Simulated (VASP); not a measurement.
Set up this calculation in VASP 6.6.1, as the native input.

| Item | Value |
| --- | --- |
| Task | single point |
| Functional | PBE |
| Potentials or basis | VASP PAW PBE potentials, release 64 (Co, Si) |
| Cutoff | 400 eV |
| k mesh | 1 × 1 × 1, shifted |
| Occupations | fermi-dirac, width 0.2172 eV |
| Spin | no spin polarisation |
| Dipole correction | no |
| Mended | yes |
| Further INCAR settings | LREAL = Auto; ALGO = Normal; EDIFF = 1e-06; NBANDS = 71; ISYM = -1 |

The structure of Co5Si3 lies in POSCAR:

```
Co5Si3
1.0
    6.0338460000      0.0132440000      0.0089480000
    0.0132440000      5.8666660000      0.1294660000
    0.0089480000      0.1294660000      6.1142670000
Co Si
10 6
Direct
    0.5130517520      0.7958218256      0.8638661584
    0.6957555874      0.9707595982      0.1882199480
    0.2439634435      0.1214619736      0.7777726781
    1.0210558779      0.3922703576      0.6743234991
    0.3533896353      0.9497998391      0.2332603538
    0.5495475245      0.2925121225      0.0527309773
    0.7748471636      0.2805023606      0.3784720473
    1.0330576873      0.7241830718      0.4158387447
    0.8975759083      0.8673779504      0.8180199748
    0.3719448615      0.4373796194      0.4337650037
    0.6247870191      0.4495651670      0.7258943716
   -0.0801050824      0.2344878153     -0.0131677958
    0.2135748185      0.6712578178      0.7314816098
    0.7479997695      0.5758802951      0.1996674303
    0.0779326025      0.0765357500      0.4352971307
    0.5936424826      0.9632748901      0.5419164293
```

One way to write it, as run:

INCAR

```
  PREC = Accurate
  ENCUT = 400
  EDIFF = 1E-6
  ISMEAR = -1
  SIGMA = 0.2172
  LREAL = Auto
  LASPH = True
  NELM = 120
  ALGO = Normal
  ISIF = 2
  LWAVE = False
  LCHARG = False
  GGA = PE
  NBANDS = 71
  ISYM = -1
  GGA_COMPAT = False
```

KPOINTS

```
explicit points
1
Reciprocal
  0.25000000   0.25000000   0.25000000 1
```

Potentials or basis: VASP PAW PBE potentials, release 64 (Co, Si).

The run is started by

```sh
$ cat potpaw_PBE.64/Co/POTCAR potpaw_PBE.64/Si/POTCAR > POTCAR
$ mpirun -np 1 vasp_std > vasp.out
```

It gave:

- Pressure: -1.1 GPa
- Largest force: 4.108 eV/Å

Caveat: the atoms stand as in a frame of molecular dynamics.

Run time: 41 s on 1 thread of Intel(R) Xeon(R) 6975P-C (Granite Rapids), with other jobs on the host, peak memory 0.24 GiB.
